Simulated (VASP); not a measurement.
# LiTmH4 (Cmmm) in VASP: a series of runs

LiTmH4 is run at these levels: PBE; tasks: single point.

Everything below comes from runs of VASP 6.6.1. Logs are shortened: lines on timing, memory, paths and dates and some standing lists are left out, and cuts for length are marked.

**1. The cell of the first run**

The structure is orthorhombic, space group Cmmm (No. 65). Conventional cell: a = 4.727 Å, b = 5.781 Å, c = 3.459 Å, α = 90.00°, β = 90.00°, γ = 90.00°. Li (site symmetry mmm) has 8 H at 1.87 to 1.93 Å within 2.5 Å. Within 2.7 Å of Tm (site symmetry mmm) lie 14 H at 2.04 to 2.55 Å. H (site symmetry m2m) has 5 H at 1.70 to 2.18 Å and 2 Li at 1.93 Å and 1 Tm at 2.04 Å within 2.3 Å. H (site symmetry 2/m) has 2 Li at 1.87 Å and 6 H at 2.18 to 2.36 Å within 2.5 Å.

**2. Single point, PBE**

Input file INCAR:

```
ALGO = Normal ; EDIFF = 1E-6
ENCUT = 750 ; GGA = PE
GGA_COMPAT = False ; ISIF = 2
ISMEAR = 0 ; LASPH = True
LCHARG = True ; LELF = True
LMAXMIX = 6 ; LREAL = False
LVHAR = True ; LWAVE = False
NBANDS = 24 ; NELM = 200
PREC = Accurate ; SIGMA = 0.15
```

Input file KPOINTS:

```
k-points
0
Gamma
  3 3 3
```

Input file POSCAR:

```
LiTmH4
1.0
    2.3634115148     -2.8906116953      0.0000000000
    2.3634115148      2.8906116953      0.0000000000
    0.0000000000      0.0000000000      3.4593704291
Li Tm H
1 1 4
Direct
    0.0000000000      0.0000000000      0.5000000000
    0.5000000000      0.5000000000      0.0000000000
    0.1472858910      0.8527141090      0.0000000000
    0.8527141090      0.1472858910      0.0000000000
    0.0000000000      0.5000000000      0.5000000000
    0.5000000000      0.0000000000      0.5000000000
```

Potentials or basis: VASP PAW PBE potentials, release 64 (Li_sv, Tm, H).

The run is started by

```bash
cat potpaw_PBE.64/Li_sv/POTCAR potpaw_PBE.64/Tm/POTCAR potpaw_PBE.64/H/POTCAR > POTCAR
mpirun -np 1 vasp_std > vasp.out
```

OUTCAR:

```text
EDIFF = 1E-6
   ENCUT = 750
   GGA = PE
   ISIF = 2
   ISMEAR = 0
   LASPH = True
   LREAL = False
   NELM = 200
   PREC = Accurate

 ion  position               nearest neighbor table
   1  0.000  0.000  0.500-   2 2.93   2 2.93   2 2.93   2 2.93
   2  0.500  0.500  0.000-   3 2.04   4 2.04   1 2.93   1 2.93   1 2.93   1 2.93
   3  0.147  0.853  0.000-   2 2.04
   4  0.853  0.147  0.000-   2 2.04
   5  0.000  0.500  0.500-
   6  0.500  0.000  0.500-

  LATTYP: Found a base centered orthorhombic cell.
 ALAT       =     4.7268230296
 B/A-ratio  =     1.2230674503
 C/A-ratio  =     0.7318595191

  Lattice vectors:

 A1 = (   2.3634115148,  -2.8906116953,   0.0000000000)
 A2 = (   2.3634115148,   2.8906116953,   0.0000000000)
 A3 = (   0.0000000000,   0.0000000000,   3.4593704291)

Analysis of symmetry for initial positions (statically):
=====================================================================
 Subroutine PRICEL returns:
 Original cell was already a primitive cell.

 Routine SETGRP: Setting up the symmetry group for a
 base centered orthorhombic supercell.

 Subroutine GETGRP returns: Found  8 space group operations
 (whereof  8 operations were pure point group operations)
 out of a pool of  8 trial point group operations.

The static configuration has the point symmetry D_2h.

Analysis of symmetry for dynamics (positions and initial velocities):
=====================================================================
 Subroutine PRICEL returns:
 Original cell was already a primitive cell.

 Routine SETGRP: Setting up the symmetry group for a
 base centered orthorhombic supercell.

 Subroutine GETGRP returns: Found  8 space group operations
 (whereof  8 operations were pure point group operations)
 out of a pool of  8 trial point group operations.

The dynamic configuration has the point symmetry D_2h.

 Subroutine INISYM returns: Found  8 space group operations
 (whereof  8 operations are pure point group operations),
 and found     1 'primitive' translations

----------------------------------------------------------------------------------------

                                     Primitive cell

  volume of cell :      47.2668

  direct lattice vectors                    reciprocal lattice vectors
     2.363411515 -2.890611695  0.000000000     0.211558587 -0.172973769  0.000000000
     2.363411515  2.890611695  0.000000000     0.211558587  0.172973769  0.000000000
     0.000000000  0.000000000  3.459370429     0.000000000  0.000000000  0.289069939

  length of vectors
     3.733811720  3.733811720  3.459370429     0.273270855  0.273270855  0.289069939

  position of ions in fractional coordinates (direct lattice)
     0.000000000  0.000000000  0.500000000
     0.500000000  0.500000000  0.000000000
     0.147285891  0.852714109  0.000000000
     0.852714109  0.147285891  0.000000000
     0.000000000  0.500000000  0.500000000
     0.500000000  0.000000000  0.500000000

  ion indices of the primitive-cell ions
   primitive index   ion index
                 1           1
                 2           2
                 3           3
                 4           4
                 5           5
                 6           6

----------------------------------------------------------------------------------------

 KPOINTS: k-points

Automatic generation of k-mesh.
 Grid dimensions read from file:
 generate k-points for:    3    3    3

 Generating k-lattice:

  Cartesian coordinates                     Fractional coordinates (reciprocal lattice)
     0.070519529 -0.057657923  0.000000000     0.333333333  0.000000000  0.000000000
     0.070519529  0.057657923  0.000000000     0.000000000  0.333333333  0.000000000
     0.000000000  0.000000000  0.096356646     0.000000000  0.000000000  0.333333333

  Length of vectors
     0.091090285  0.091090285  0.096356646

  Shift w.r.t. Gamma in fractional coordinates (k-lattice)
     0.000000000  0.000000000  0.000000000

 Subroutine IBZKPT returns following result:
 ===========================================

 Found      8 irreducible k-points:

 Following reciprocal coordinates:
            Coordinates               Weight
  0.000000  0.000000  0.000000      1.000000
  0.333333 -0.000000  0.000000      4.000000
  0.333333  0.333333  0.000000      2.000000
 -0.333333  0.333333  0.000000      2.000000
  0.000000  0.000000  0.333333      2.000000
  0.333333 -0.000000  0.333333      8.000000
  0.333333  0.333333  0.333333      4.000000
 -0.333333  0.333333  0.333333      4.000000
   k-points           NKPTS =      8   k-points in BZ     NKDIM =      8   number of bands    NBANDS=     24
   number of dos      NEDOS =    301   number of ions     NIONS =      6
   total plane-waves  NPLWV =  41472
   dimension x,y,z NGX =    36 NGY =   36 NGZ =   32
   dimension x,y,z NGXF=    72 NGYF=   72 NGZF=   64
   ions per type =               1   1   4
   NGX,Y,Z   is equivalent  to a cutoff of  16.03, 16.03, 15.38 a.u.
   NGXF,Y,Z  is equivalent  to a cutoff of  32.06, 32.06, 30.76 a.u.
 SYSTEM =  unknown system
   PREC   = accura    normal or accurate (medium, high low for compatibility)
   ISTART =      0    job   : 0-new  1-cont  2-samecut
   ICHARG =      2    charge: 1-file 2-atom 10-const
   ISPIN  =      1    spin polarized calculation?
   LNONCOLLINEAR =      F non collinear calculations
   LSORBIT =      F    spin-orbit coupling
   LASPH  =      T    aspherical Exc in radial PAW
   ENCUT  =  750.0 eV  55.12 Ry    7.42 a.u.   8.34  8.34  7.72*2*pi/ulx,y,z
   NELM   =    200;   NELMIN=  2; NELMDL= -5     # of ELM steps
   EDIFF  = 0.1E-05   stopping-criterion for ELM
   LREAL  =      F    real-space projection
   EDIFFG = 0.1E-04   stopping-criterion for IOM
   NSW    =      0    number of steps for IOM
   IBRION =     -1    ionic relax: 0-MD 1-quasi-New 2-CG
   NFREE  =      0    steps in history (QN), initial steepest desc. (CG)
   ISIF   =      2    stress and relaxation
   ISYM   =      2    0-nonsym 1-usesym 2-fastsym
   POTIM  = 0.5000    time-step for ionic-motion
   TEBEG  =    0.0;   TEEND  =   0.0 temperature during run
   PSTRESS=    0.0 pullay stress
   NELECT =      30.0000    total number of electrons
   NUPDOWN=      -1.0000    fix difference up-down
   EMIN   =  10.00;   EMAX   =-10.00  energy-range for DOS
   EFERMI =   0.00;   METHOD = LEGACY
   ISMEAR =     0;   SIGMA  =   0.15  broadening in eV -4-tet -1-fermi 0-gaus
   EFERMI_NEDOS =   21; number of points for ismear=-14 and -15
   IALGO  =     38    algorithm
   IMIX   =      4    mixing-type and parameters
     AMIX     =   0.40;   BMIX     =  1.00
     AMIX_MAG =   1.60;   BMIX_MAG =  1.00
  volume/ion in A,a.u.               =       7.88        53.16
  Fermi-wavevector in a.u.,A,eV,Ry     =   1.406900  2.658655 26.930927  1.979367
  Thomas-Fermi vector in A             =   2.529214
   LORBIT       =      0    0 simple, 1 ext, 2 COOP (PROOUT), +10 PAW based schemes
   GGA     = PE    functional components
   LHFCALC =     F    Hartree Fock is set to
   AEXX    =    0.0000 exact exchange contribution
   IVDW    =     0    specifies the selected vdW correction
   LEPSILON=     F    determine dielectric tensor
   LRPA    =     F    only Hartree local field effects (RPA)
 non-spin polarized calculation
 Gauss-broadening in eV      SIGMA  =   0.15
  energy-cutoff  :      750.00
  volume of cell :       47.27
 maximum number of plane-waves:      2211
 NGX is ok and might be reduce to    36
   NGX = 17   NGY = 17   NGZ = 15

 number of electron      30.0000004 magnetization

 Free energy of the ion-electron system (eV)
  ---------------------------------------------------
  ext. energy  EPLUGINS =         0.00000000
  ---------------------------------------------------
  free energy    TOTEN  =       -20.36344437 eV

  energy without entropy =      -20.23233244  energy(sigma->0) =      -20.29788841

 E-fermi :   2.2047     XC(G=0): -10.5412

 val. band max:        2.1204202951   @ k =  -0.3333   0.3333   0.3333
 cond. band min:       2.2440776470   @ k =   0.3333  -0.0000   0.3333
 fundamental gap:      0.1236573519
 Fermi energy:         2.2046878305

 k-point     1 :       0.0000    0.0000    0.0000
  band No.  band energies     occupation
      1     -47.2869      2.00000
      2     -43.1029      2.00000
      3     -20.5710      2.00000
      4     -20.4780      2.00000
      5     -20.4752      2.00000
      6      -6.4792      2.00000
[... 16 lines left out ...]
     23       8.7908      0.00000
     24      11.9764      0.00000

 k-point     2 :       0.3333   -0.0000    0.0000
  band No.  band energies     occupation
      1     -47.2813      2.00000
      2     -43.1027      2.00000
      3     -20.7232      2.00000
      4     -20.5024      2.00000
      5     -20.4641      2.00000
      6      -5.1857      2.00000
[... 16 lines left out ...]
     23      11.4496      0.00000
     24      12.6795      0.00000

 k-point     3 :       0.3333    0.3333    0.0000
  band No.  band energies     occupation
      1     -47.2761      2.00000
      2     -43.1020      2.00000
      3     -20.7027      2.00000
      4     -20.6815      2.00000
      5     -20.4512      2.00000
      6      -3.9145      2.00000
[... 16 lines left out ...]
     23      12.4102      0.00000
     24      14.0522      0.00000

 k-point     4 :      -0.3333    0.3333    0.0000
  band No.  band energies     occupation
      1     -47.2765      2.00000
      2     -43.1016      2.00000
      3     -20.6867      2.00000
      4     -20.6826      2.00000
      5     -20.4521      2.00000
      6      -4.4919      2.00000
[... 16 lines left out ...]
     23      11.7795      0.00000
     24      12.5975      0.00000

 k-point     5 :       0.0000    0.0000    0.3333
  band No.  band energies     occupation
      1     -47.2734      2.00000
      2     -43.1016      2.00000
      3     -20.7972      2.00000
      4     -20.5377      2.00000
      5     -20.4449      2.00000
      6      -5.3272      2.00000
[... 16 lines left out ...]
     23      11.6274      0.00000
     24      11.8145      0.00000

 k-point     6 :       0.3333   -0.0000    0.3333
  band No.  band energies     occupation
      1     -47.2682      2.00000
      2     -43.1009      2.00000
      3     -20.7742      2.00000
      4     -20.6804      2.00000
      5     -20.4715      2.00000
      6      -4.1063      2.00000
[... 16 lines left out ...]
     23      11.4220      0.00000
     24      13.2536      0.00000

 k-point     7 :       0.3333    0.3333    0.3333
  band No.  band energies     occupation
      1     -47.2632      2.00000
      2     -43.1001      2.00000
      3     -20.7506      2.00000
      4     -20.6616      2.00000
      5     -20.6344      2.00000
      6      -3.3777      2.00000
[... 16 lines left out ...]
     23      10.1082      0.00000
     24      12.5568      0.00000

 k-point     8 :      -0.3333    0.3333    0.3333
  band No.  band energies     occupation
      1     -47.2634      2.00000
      2     -43.1000      2.00000
      3     -20.7502      2.00000
      4     -20.6396      2.00000
      5     -20.6391      2.00000
      6      -3.7427      2.00000
[... 16 lines left out ...]
     23      11.0674      0.00000
     24      12.3083      0.00000

------------------------ aborting loop because EDIFF is reached ----------------------------------------

  FORCE on cell =-STRESS in cart. coord.  units (eV):
  Direction    XX          YY          ZZ          XY          YZ          ZX
  --------------------------------------------------------------------------------------
  -------------------------------------------------------------------------------------
  Total        0.0795189     -0.7716236      1.8627245     -0.0000000      0.0000000      0.0000000
  in kB        2.6954105    -26.1553117     63.1397769     -0.0000000      0.0000000      0.0000000
  external PRESSURE =      13.2266252 kB  Pullay stress =       0.0000000 kB

 VOLUME and BASIS-vectors are now :
 -----------------------------------------------------------------------------
  energy-cutoff  :      750.00
  volume of cell :       47.27
      direct lattice vectors                 reciprocal lattice vectors
     2.363411515 -2.890611695  0.000000000     0.211558587 -0.172973769  0.000000000
     2.363411515  2.890611695  0.000000000     0.211558587  0.172973769  0.000000000
     0.000000000  0.000000000  3.459370429     0.000000000  0.000000000  0.289069939

 POSITION                                       TOTAL-FORCE (eV/Angst)
 -----------------------------------------------------------------------------------
      0.00000      0.00000      1.72969        -0.000000     -0.000000      0.000000
      2.36341      0.00000      0.00000         0.000000     -0.000000      0.000000
      2.36341      2.03912      0.00000        -0.000000      0.193825      0.000000
      2.36341     -2.03912      0.00000        -0.000000     -0.193825     -0.000000
      1.18171      1.44531      1.72969        -0.000000      0.000000      0.000000
      1.18171     -1.44531      1.72969        -0.000000      0.000000      0.000000
 -----------------------------------------------------------------------------------
    total drift:                                0.000000      0.000000     -0.000000

  FREE ENERGIE OF THE ION-ELECTRON SYSTEM (eV)
  ---------------------------------------------------
  free  energy   TOTEN  =       -20.3634443737 eV

  energy  without entropy=      -20.2323324381  energy(sigma->0) =      -20.29788841
```

It took 57 s on 1 thread of Intel Xeon Platinum 8488C (Sapphire Rapids), shared host; peak memory 0.21 GiB.

What came out:

- Free energy: -20.3634 eV
- Pressure: 1.3 GPa
- Largest force: 0.194 eV/Å
- Band gap on the k mesh: zero (band 15 reaches 2.24 eV, above the bottom of band 16 at 2.12 eV)

Forces on the atoms (eV/Å):
```
Li   0.000  0.000  0.000
Tm   0.000  0.000  0.000
H    0.000  0.194  0.000
H    0.000 -0.194  0.000
H    0.000  0.000  0.000
H    0.000  0.000  0.000
```

Caveat: the k points lie up to 0.61 Å⁻¹ apart; spin-orbit coupling is left out, which moves the levels of the heavy elements; without U or exact exchange the open f shell lies at the Fermi level, which spoils levels, moments and volumes.

**3. Single point, PBE**

This run uses another cell than the first one, of 8.75 Å³/atom, 1.111 times its volume.

Input file INCAR:

```
SYSTEM = LiTmH4
PREC     = Accurate       ! precision mode
ENCUT    = 750            ! plane-wave cutoff, eV
EDIFF    = 1E-6           ! SCF threshold, eV
ISMEAR   = 0              ! smearing method
SIGMA    = 0.15           ! smearing width, eV
LREAL    = .FALSE.        ! projectors in reciprocal space
LASPH    = .TRUE.         ! aspherical terms in the spheres
NELM     = 200            ! most SCF steps
ALGO     = Normal         ! electronic algorithm
ISIF     = 2              ! what is computed and relaxed
LWAVE    = .FALSE.        ! write WAVECAR
LCHARG   = .TRUE.         ! write CHGCAR
GGA      = PE             ! functional
LELF     = .TRUE.         ! ELF
LVHAR    = .TRUE.       
NBANDS   = 24             ! bands
GGA_COMPAT= .FALSE.      
LMAXMIX  = 6              ! l up to which the mixer works
```

Input file KPOINTS:

```
Automatic mesh
0
G
  3 3 3
  0 0 0
```

Input file POSCAR:

```
LiTmH4
1.0
    2.0490406803     -3.1675692758      0.0000000000
    2.0490406803      3.1675692758      0.0000000000
    0.0000000000      0.0000000000      4.0445657003
Li Tm H
1 1 4
Direct
    0.5000000000      0.5000000000      0.5000000000
    0.0000000000      0.0000000000      0.0000000000
    0.6568260585      0.3431739415      0.0000000000
    0.1601816328      0.8398183672      0.5000000000
    0.8398183672      0.1601816328      0.5000000000
    0.3431739415      0.6568260585      0.0000000000
```

Potentials or basis: VASP PAW PBE potentials, release 64 (Li_sv, Tm, H).

The run is started by

```bash
cat potpaw_PBE.64/Li_sv/POTCAR potpaw_PBE.64/Tm/POTCAR potpaw_PBE.64/H/POTCAR > POTCAR
mpirun -np 1 vasp_std > vasp.out
```

Wall time 63 s (1 thread of Intel Xeon Platinum 8488C (Sapphire Rapids), shared host); peak memory 0.22 GiB.

It converged, with:

```yaml
Free_energy: -20.3549 eV
Pressure: 0.0 GPa
Largest_force: 0.239 eV/Å
Band_gap_on_the_k_mesh: zero (band 15 reaches 2.46 eV, above the bottom of band 16 at 1.53 eV)
```

Forces in eV/Å, atoms in the order of the input:
```
Li   0.000  0.000  0.000
Tm   0.000  0.000  0.000
H    0.000 -0.013  0.000
H    0.000  0.239  0.000
H    0.000 -0.239  0.000
H    0.000  0.013  0.000
```

Stress tensor (GPa, compression positive):
```
 1.71  0.00  0.00
 0.00 -2.80  0.00
 0.00  0.00  1.22
```

Levels at points of the mesh, in eV from the Fermi level:
| k point | band 13 | band 14 | band 15 | band 16 | band 17 | band 18 |
| --- | --- | --- | --- | --- | --- | --- |
| (0.00, 0.00, 0.00) | -0.17 | -0.15 | 0.83 | 2.18 | 2.19 | 3.26 |

Caveat: the k points lie up to 0.61 Å⁻¹ apart; spin-orbit coupling is left out, which moves the levels of the heavy elements; without U or exact exchange the open f shell lies at the Fermi level, which spoils levels, moments and volumes. Spin polarisation is off, so any magnetic state and its effect on volume and gap are missing.
